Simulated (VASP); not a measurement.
# BaTiO3 (P4mm) in VASP: notebook, part 2 of 3

VASP 6.6.1. The steps go on from the part before.

## (3) Single point, PBE (strain +0.015 along x and y, +0.030 along z)

File INCAR:

```
SYSTEM = BaTiO3
ALGO     = Normal         ! electronic algorithm
EDIFF    = 1E-6           ! SCF threshold, eV
ENCUT    = 520            ! plane-wave cutoff, eV
GGA      = PE             ! functional
ISIF     = 2              ! what is computed and relaxed
ISMEAR   = 0              ! smearing method
LASPH    = .TRUE.         ! aspherical terms in the spheres
LCHARG   = .FALSE.        ! write CHGCAR
LREAL    = .FALSE.        ! projectors in reciprocal space
LWAVE    = .FALSE.        ! write WAVECAR
NBANDS   = 28             ! bands
NELM     = 60             ! most SCF steps
PREC     = Accurate       ! precision mode
SIGMA    = 0.05           ! smearing width, eV
```

File KPOINTS:

```
k-points
0
G
  8 8 6
  0 0 0
```

File POSCAR:

```
BaTiO3
1.0
    4.0451339662      0.0000000000      0.0000000000
    0.0000000000      4.0451339662      0.0000000000
    0.0000000000      0.0000000000      4.3278614634
Ba Ti O
1 1 3
Direct
    0.0000000000      0.0000000000      0.9863187693
    0.5000000000      0.5000000000      0.4690806688
    0.5000000000      0.5000000000      0.0378497747
    0.5000000000      0.0000000000      0.5173753936
    0.0000000000      0.5000000000      0.5173753936
```

Potentials or basis: VASP PAW PBE potentials, release 64 (Ba_sv, Ti_sv, O).

Started as:

```sh
$ cat potpaw_PBE.64/Ba_sv/POTCAR potpaw_PBE.64/Ti_sv/POTCAR potpaw_PBE.64/O/POTCAR > POTCAR
$ mpirun -np 1 vasp_std > vasp.out
```

OUTCAR:

```text
SYSTEM = BaTiO3
   EDIFF = 1E-6
   ENCUT = 520
   GGA = PE
   ISIF = 2
   ISMEAR = 0
   LASPH = .TRUE.
   LREAL = .FALSE.
   NELM = 60
   PREC = Accurate

 ion  position               nearest neighbor table
   1  0.000  0.000  0.986-   4 2.87   5 2.87   5 2.87   4 2.87   3 2.87   3 2.87   3 2.87   3 2.87
                             4 3.06   5 3.06   5 3.06   4 3.06   2 3.54   2 3.54   2 3.54   2 3.54
   2  0.500  0.500  0.469-   3 1.87   4 2.03   5 2.03   4 2.03   5 2.03   1 3.54   1 3.54   1 3.54
                             1 3.54   1 3.63   1 3.63   1 3.63   1 3.63
   3  0.500  0.500  0.038-   2 1.87   1 2.87   1 2.87   1 2.87   1 2.87
   4  0.500  0.000  0.517-   2 2.03   2 2.03   1 2.87   1 2.87   1 3.06   1 3.06
   5  0.000  0.500  0.517-   2 2.03   2 2.03   1 2.87   1 2.87   1 3.06   1 3.06

  LATTYP: Found a simple tetragonal cell.
 ALAT       =     4.0451339662
 C/A-ratio  =     1.0698932346

  Lattice vectors:

 A1 = (   4.0451339662,   0.0000000000,   0.0000000000)
 A2 = (   0.0000000000,   4.0451339662,   0.0000000000)
 A3 = (   0.0000000000,   0.0000000000,   4.3278614634)

Analysis of symmetry for initial positions (statically):
=====================================================================
 Subroutine PRICEL returns:
 Original cell was already a primitive cell.

 Routine SETGRP: Setting up the symmetry group for a
 simple tetragonal supercell.

 Subroutine GETGRP returns: Found  8 space group operations
 (whereof  8 operations were pure point group operations)
 out of a pool of 16 trial point group operations.

The static configuration has the point symmetry C_4v.

Analysis of symmetry for dynamics (positions and initial velocities):
=====================================================================
 Subroutine PRICEL returns:
 Original cell was already a primitive cell.

 Routine SETGRP: Setting up the symmetry group for a
[... 130 lines left out ...]
   IMIX   =      4    mixing-type and parameters
     AMIX     =   0.40;   BMIX     =  1.00
     AMIX_MAG =   1.60;   BMIX_MAG =  1.00
  volume/ion in A,a.u.               =      14.16        95.58
  Fermi-wavevector in a.u.,A,eV,Ry     =   1.353262  2.557294 24.916581  1.831317
  Thomas-Fermi vector in A             =   2.480532
   LORBIT       =      0    0 simple, 1 ext, 2 COOP (PROOUT), +10 PAW based schemes
   GGA     = PE    functional components
   LHFCALC =     F    Hartree Fock is set to
   AEXX    =    0.0000 exact exchange contribution
   IVDW    =     0    specifies the selected vdW correction
   LEPSILON=     F    determine dielectric tensor
   LRPA    =     F    only Hartree local field effects (RPA)
 non-spin polarized calculation
 Gauss-broadening in eV      SIGMA  =   0.05
  energy-cutoff  :      520.00
  volume of cell :       70.82
 maximum number of plane-waves:      1930
   NGX = 15   NGY = 15   NGZ = 17

 number of electron      39.9999982 magnetization

 Free energy of the ion-electron system (eV)
  ---------------------------------------------------
  ext. energy  EPLUGINS =         0.00000000
  ---------------------------------------------------
  free energy    TOTEN  =       -39.96948391 eV

  energy without entropy =      -39.96948391  energy(sigma->0) =      -39.96948391

 E-fermi :   3.6925     XC(G=0): -10.7163

 val. band max:        3.3310939973   @ k =   0.5000   0.5000   0.5000
 cond. band min:       4.9883319457   @ k =   0.0000   0.0000   0.0000
 fundamental gap:      1.6572379484
 Fermi energy:         3.6924962630

 k-point     1 :       0.0000    0.0000    0.0000
  band No.  band energies     occupation
      1     -53.5769      2.00000
      2     -29.8581      2.00000
      3     -29.7500      2.00000
      4     -29.7500      2.00000
      5     -22.0406      2.00000
      6     -13.5598      2.00000
[... 733 lines left out ...]
     27      10.6811      0.00000
     28      11.1630      0.00000

 [... further k-points ...]

------------------------ aborting loop because EDIFF is reached ----------------------------------------

  FORCE on cell =-STRESS in cart. coord.  units (eV):
  Direction    XX          YY          ZZ          XY          YZ          ZX
  --------------------------------------------------------------------------------------
  -------------------------------------------------------------------------------------
  Total       -2.7341217     -2.7341217     -3.4585576      0.0000000      0.0000000      0.0000000
  in kB      -61.8570578    -61.8570578    -78.2467709      0.0000000      0.0000000      0.0000000
  external PRESSURE =     -67.3202955 kB  Pullay stress =       0.0000000 kB

 VOLUME and BASIS-vectors are now :
 -----------------------------------------------------------------------------
  energy-cutoff  :      520.00
  volume of cell :       70.82
      direct lattice vectors                 reciprocal lattice vectors
     4.045133966  0.000000000  0.000000000     0.247210601  0.000000000  0.000000000
     0.000000000  4.045133966  0.000000000     0.000000000  0.247210601  0.000000000
     0.000000000  0.000000000  4.327861463     0.000000000  0.000000000  0.231061001

 POSITION                                       TOTAL-FORCE (eV/Angst)
 -----------------------------------------------------------------------------------
      0.00000      0.00000      4.26865        -0.000000     -0.000000     -0.047100
      2.02257      2.02257      2.03012        -0.000000      0.000000     -0.684041
      2.02257      2.02257      0.16381        -0.000000     -0.000000      0.840589
      2.02257      0.00000      2.23913        -0.000000     -0.000000     -0.054724
      0.00000      2.02257      2.23913         0.000000     -0.000000     -0.054724
 -----------------------------------------------------------------------------------
    total drift:                                0.000000      0.000000      0.000635

  FREE ENERGIE OF THE ION-ELECTRON SYSTEM (eV)
  ---------------------------------------------------
  free  energy   TOTEN  =       -39.9694839060 eV

  energy  without entropy=      -39.9694839060  energy(sigma->0) =      -39.96948391
```

Wall time 1.9 min (1 thread of Intel Xeon Platinum 8259CL at 2.50GHz (Skylake/Cascade Lake), shared host); peak memory 0.26 GiB.

What came out:

| Item | Value |
| --- | --- |
| Free energy | -39.9695 eV |
| Pressure | -6.7 GPa |
| Largest force | 0.841 eV/Å |
| Band gap on the k mesh | 1.66 eV, indirect (least direct gap 2.25 eV) |

Forces on the atoms (eV/Å):
```
Ba   0.000  0.000 -0.047
Ti   0.000  0.000 -0.684
O    0.000  0.000  0.841
O    0.000  0.000 -0.055
O    0.000  0.000 -0.055
```

Stress tensor (GPa, compression positive):
```
-6.19  0.00  0.00
 0.00 -6.19  0.00
 0.00  0.00 -7.82
```

Levels at points of the mesh, in eV from the valence-band top:
```tsv
k point	band 18	band 19	band 20	band 21	band 22	band 23
(0.00, 0.00, 0.00)	-0.99	-0.59	-0.59	1.66	2.23	2.23
(0.50, 0.00, 0.00)	-1.70	-1.58	-1.33	2.29	3.15	3.23
(0.50, 0.50, 0.00)	-1.14	-1.14	-0.05	3.26	3.26	3.61
(0.00, 0.00, 0.50)	-1.85	-0.74	-0.74	1.75	3.07	3.07
(0.50, 0.00, 0.50)	-1.24	-1.14	-0.54	3.08	3.19	3.36
(0.50, 0.50, 0.50)	-0.48	-0.48	0.00	3.56	3.56	3.73
```

Caveat: the cell differs from its parent crystal (strain +0.015 along x and y, +0.030 along z); spin-orbit coupling is left out, which moves the levels of the heavy elements.

## (4) Single point, PBE (strain +0.030 along x and y, +0.015 along z)

File INCAR:

```
SYSTEM = BaTiO3
PREC = Accurate
ENCUT = 520
EDIFF = 1E-6
ISMEAR = 0
SIGMA = 0.05
LREAL = .False.
LASPH = .True.
NELM = 80
ALGO = Normal
ISIF = 2
LWAVE = .False.
LCHARG = .False.
GGA = PE
NBANDS = 28
```

File KPOINTS:

```
Automatic mesh
0
Gamma
  8 8 6
  0 0 0
```

Changes to POSCAR since step 3:

```diff
@@ -2,5 +2,5 @@
 1.0
-    4.0451339662      0.0000000000      0.0000000000
-    0.0000000000      4.0451339662      0.0000000000
-    0.0000000000      0.0000000000      4.3278614634
+    4.1049142711      0.0000000000      0.0000000000
+    0.0000000000      4.1049142711      0.0000000000
+    0.0000000000      0.0000000000      4.2648343547
 Ba Ti O
```

Started as:

```sh
$ cat potpaw_PBE.64/Ba_sv/POTCAR potpaw_PBE.64/Ti_sv/POTCAR potpaw_PBE.64/O/POTCAR > POTCAR
$ mpirun -np 1 vasp_std > vasp.out
```

It took 2 min on 1 thread of Intel Xeon Platinum 8259CL at 2.50GHz (Skylake/Cascade Lake), shared host; peak memory 0.26 GiB.

The run converged. Its results:

```yaml
Free_energy: -39.9180 eV
Pressure: -8.5 GPa
Largest_force: 0.599 eV/Å
Band_gap_on_the_k_mesh: 1.64 eV, indirect (least direct gap 2.18 eV)
```

Forces on the atoms (eV/Å):
```
Ba   0.000  0.000 -0.033
Ti   0.000  0.000 -0.421
O    0.000  0.000  0.599
O    0.000  0.000 -0.073
O    0.000  0.000 -0.073
```

Stress tensor (GPa, compression positive):
```
-9.24  0.00  0.00
 0.00 -9.24  0.00
 0.00  0.00 -7.06
```

Levels at points of the mesh, in eV from the valence-band top:
| k point | band 16 | band 17 | band 18 | band 19 | band 20 | band 21 | band 22 | band 23 | band 24 | band 25 |
| --- | --- | --- | --- | --- | --- | --- | --- | --- | --- | --- |
| (0.00, 0.00, 0.00) | -1.64 | -1.15 | -0.91 | -0.54 | -0.54 | 1.64 | 2.25 | 2.25 | 3.48 | 3.81 |
| (0.50, 0.00, 0.00) | -1.78 | -1.78 | -1.57 | -1.51 | -1.28 | 2.30 | 3.05 | 3.17 | 3.67 | 4.84 |
| (0.50, 0.50, 0.00) | -2.70 | -2.04 | -1.21 | -1.21 | -0.06 | 3.19 | 3.19 | 3.48 | 3.73 | 6.63 |
| (0.00, 0.00, 0.50) | -2.14 | -1.93 | -1.77 | -0.71 | -0.71 | 1.75 | 3.16 | 3.16 | 3.49 | 5.24 |
| (0.50, 0.00, 0.50) | -2.35 | -1.83 | -1.11 | -1.03 | -0.45 | 3.09 | 3.17 | 3.38 | 4.18 | 6.40 |
| (0.50, 0.50, 0.50) | -2.65 | -2.59 | -0.39 | -0.39 | 0.00 | 3.57 | 3.57 | 3.61 | 5.56 | 6.09 |

Caveat: the cell differs from its parent crystal (strain +0.030 along x and y, +0.015 along z); spin-orbit coupling is left out, which moves the levels of the heavy elements. A k mesh can miss the band edges.

## (5) Single point, PBE (strain +0.030 along x and y, +0.030 along z)

File INCAR:

```
SYSTEM = BaTiO3
ALGO = Normal
EDIFF = 1E-6
ENCUT = 520
GGA = PE
ISIF = 2
ISMEAR = 0
LASPH = .TRUE.
LCHARG = .FALSE.
LREAL = .FALSE.
LWAVE = .FALSE.
NBANDS = 28
NELM = 80
PREC = Accurate
SIGMA = 0.05
```

File KPOINTS:

```
k-points
0
G
  8 8 6
  0 0 0
```

Changes to POSCAR since step 4:

```diff
@@ -4,3 +4,3 @@
     0.0000000000      4.1049142711      0.0000000000
-    0.0000000000      0.0000000000      4.2648343547
+    0.0000000000      0.0000000000      4.3278614634
 Ba Ti O
```

Potentials or basis: VASP PAW PBE potentials, release 64 (Ba_sv, Ti_sv, O).

Started as:

```sh
$ cat potpaw_PBE.64/Ba_sv/POTCAR potpaw_PBE.64/Ti_sv/POTCAR potpaw_PBE.64/O/POTCAR > POTCAR
$ mpirun -np 1 vasp_std > vasp.out
```

OUTCAR:

```text
SYSTEM = BaTiO3
   EDIFF = 1E-6
   ENCUT = 520
   GGA = PE
   ISIF = 2
   ISMEAR = 0
   LASPH = .TRUE.
   LREAL = .FALSE.
   NELM = 80
   PREC = Accurate

 ion  position               nearest neighbor table
   1  0.000  0.000  0.986-   4 2.89   5 2.89   5 2.89   4 2.89   3 2.91   3 2.91   3 2.91   3 2.91
                             4 3.08   5 3.08   5 3.08   4 3.08   2 3.58   2 3.58   2 3.58   2 3.58
   2  0.500  0.500  0.469-   3 1.87   4 2.06   5 2.06   4 2.06   5 2.06   1 3.58   1 3.58   1 3.58
[... 954 lines left out ...]
  -------------------------------------------------------------------------------------
  Total       -4.6679027     -4.6679027     -4.5043295      0.0000000     -0.0000000      0.0000000
  in kB     -102.5535843   -102.5535843    -98.9598892      0.0000000     -0.0000000      0.0000000
  external PRESSURE =    -101.3556860 kB  Pullay stress =       0.0000000 kB

 VOLUME and BASIS-vectors are now :
 -----------------------------------------------------------------------------
  energy-cutoff  :      520.00
  volume of cell :       72.93
      direct lattice vectors                 reciprocal lattice vectors
     4.104914271  0.000000000  0.000000000     0.243610447  0.000000000  0.000000000
     0.000000000  4.104914271  0.000000000     0.000000000  0.243610447  0.000000000
     0.000000000  0.000000000  4.327861463     0.000000000  0.000000000  0.231061001

 POSITION                                       TOTAL-FORCE (eV/Angst)
 -----------------------------------------------------------------------------------
      0.00000      0.00000      4.26865        -0.000000      0.000000     -0.064094
      2.05246      2.05246      2.03012        -0.000000     -0.000000     -0.745384
      2.05246      2.05246      0.16381        -0.000000     -0.000000      0.960329
      2.05246      0.00000      2.23913        -0.000000      0.000000     -0.075425
      0.00000      2.05246      2.23913         0.000000      0.000000     -0.075425
 -----------------------------------------------------------------------------------
    total drift:                                0.000000     -0.000000      0.000653

  FREE ENERGIE OF THE ION-ELECTRON SYSTEM (eV)
  ---------------------------------------------------
  free  energy   TOTEN  =       -39.8626066129 eV

  energy  without entropy=      -39.8626066129  energy(sigma->0) =      -39.86260661
```

OSZICAR:

```text
N       E                     dE             d eps       ncg     rms          rms(c)
DAV:   1     0.428374537211E+03    0.42837E+03   -0.20601E+04  3360   0.151E+03
DAV:   2    -0.512296062649E+01   -0.43350E+03   -0.41374E+03  3920   0.416E+02
DAV:   3    -0.488904773984E+02   -0.43768E+02   -0.43413E+02  4720   0.131E+02
DAV:   4    -0.509000543898E+02   -0.20096E+01   -0.20047E+01  5124   0.244E+01
DAV:   5    -0.509761325719E+02   -0.76078E-01   -0.76070E-01  4632   0.330E+00    0.217E+01
DAV:   6    -0.404666336641E+02    0.10509E+02   -0.61904E+01  5040   0.636E+01    0.113E+01
DAV:   7    -0.402381703064E+02    0.22846E+00   -0.15864E+01  4636   0.286E+01    0.663E+00
DAV:   8    -0.399689104296E+02    0.26926E+00   -0.63041E-01  4024   0.637E+00    0.418E+00
DAV:   9    -0.399487169152E+02    0.20194E-01   -0.11317E+00  4840   0.931E+00    0.278E+00
DAV:  10    -0.398754139291E+02    0.73303E-01   -0.24306E-01  4448   0.404E+00    0.974E-01
DAV:  11    -0.398646555834E+02    0.10758E-01   -0.37487E-02  4544   0.176E+00    0.397E-01
DAV:  12    -0.398625817190E+02    0.20739E-02   -0.84664E-03  4384   0.584E-01    0.920E-02
DAV:  13    -0.398627613311E+02   -0.17961E-03   -0.57098E-04  4948   0.177E-01    0.101E-01
DAV:  14    -0.398626036335E+02    0.15770E-03   -0.47589E-04  4504   0.193E-01    0.153E-02
DAV:  15    -0.398626090753E+02   -0.54418E-05   -0.23149E-05  4136   0.305E-02    0.127E-02
DAV:  16    -0.398626083603E+02    0.71499E-06   -0.27416E-05  4788   0.443E-02    0.100E-02
DAV:  17    -0.398626067039E+02    0.16564E-05   -0.32169E-06  2884   0.168E-02    0.371E-03
DAV:  18    -0.398626066129E+02    0.91046E-07   -0.97279E-07  2428   0.562E-03
   1 F= -.39862607E+02 E0= -.39862607E+02  d E =-.141397E-13
```

stdout:

```text
POSCAR found type information on POSCAR BaTiO
 POSCAR found :  3 types and       5 ions
 scaLAPACK will be used
 LDA part: xc-table for (Slater+PW92), standard interpolation
 POSCAR, INCAR and KPOINTS ok, starting setup
 FFT: planning ... GRIDC
 FFT: planning ... GRID_SOFT
 FFT: planning ... GRID
 WAVECAR not read
 entering main loop
```

Run time: 1.8 min. Hardware: 1 thread of Intel Xeon Platinum 8259CL at 2.50GHz (Skylake/Cascade Lake), shared host; peak memory 0.26 GiB.

Results:

* Free energy: -39.8626 eV
* Pressure: -10.1 GPa
* Largest force: 0.960 eV/Å
* Band gap on the k mesh: 1.60 eV, indirect (least direct gap 2.16 eV)

Forces in eV/Å, atoms in the order of the input:
```
Ba   0.000  0.000 -0.064
Ti   0.000  0.000 -0.745
O    0.000  0.000  0.960
O    0.000  0.000 -0.075
O    0.000  0.000 -0.075
```

Caveat: the cell differs from its parent crystal (strain +0.030 along x and y, +0.030 along z); spin-orbit coupling is left out, which moves the levels of the heavy elements. A k mesh can miss the band edges.

(Part 2 of 3 ends here.)
